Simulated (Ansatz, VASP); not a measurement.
One calculation of TePb, two programs

```
CELL_PARAMETERS angstrom
3.97501 0.00000 0.00000
0.00000 3.97501 0.00000
0.00000 0.00000 3.97501
ATOMIC_POSITIONS crystal
Pb 0.00000 0.00000 0.00000
Te 0.50000 0.50000 0.50000
```

Alike in both runs: task single point; functional PBE-based screened hybrid; k mesh 4 × 4 × 4; occupations fermi-dirac, width 0.02 eV; no spin polarisation.

```csv
,VASP,Ansatz
version,VASP 6.6.1,Ansatz 0.2.0
potentials or method,"VASP PAW PBE potentials, release 64 (Pb_d, Te)",plane waves
plane-wave cutoff (eV),400,420
valence electrons in the cell,20,30
```

|  | VASP | Ansatz | Ansatz less VASP |
| --- | --- | --- | --- |
| pressure (GPa) | -0.1 | 0.2 | +0.36 |

VASP's potentials were made for PBE, not for PBE-based screened hybrid. VASP's potentials hold 20 valence electrons a cell and Ansatz's 30, so a difference there can come from the potentials and not from the codes. Ansatz's warnings: filled band counts differ across k points, stress exchange threshold loose, stress scf threshold loose.

The k mesh is coarse, so the values compare programs but aren't converged. Neither program's run includes spin-orbit coupling.
